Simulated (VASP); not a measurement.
## La: single point with RPBE

Crystal: La.

```xyz
1
Lattice="3.2446 0.0000 0.0000 0.0000 3.2446 0.0000 0.0000 0.0000 3.2446" Properties=species:S:1:pos:R:3 pbc="T T T"
La    0.0000    0.0000    0.0000
```

This cell differs from its parent crystal: volume scaled by 0.88.

| Property | Result |
| --- | --- |
| Program | VASP 6.6.1 |
| Task | single point |
| Functional | RPBE |
| Potentials or basis | VASP PAW PBE potentials, release 64 (La) |
| Cutoff | 520 eV |
| k mesh | 11 × 11 × 11 |
| Occupations | fermi-dirac, width 0.1 eV |
| Spin | no spin polarisation |

- Pressure: 3.4 GPa

Levels at points of the mesh, in eV from the Fermi level:
```tsv
k point	band 2	band 3	band 4	band 5	band 6	band 7	band 8	band 9	band 10	band 11
(0.00, 0.00, 0.00)	-15.62	-15.62	-15.62	-2.77	-1.23	-1.23	2.02	2.02	2.02	2.27
```

Run time: 21 s on 1 thread of Intel(R) Xeon(R) Platinum 8488C (Sapphire Rapids), on a shared host, peak memory 0.16 GiB.

Caveat: the PAW data sets were made with another functional, which shifts forces and pressure a little; spin-orbit coupling is left out, which moves the levels of the heavy elements.
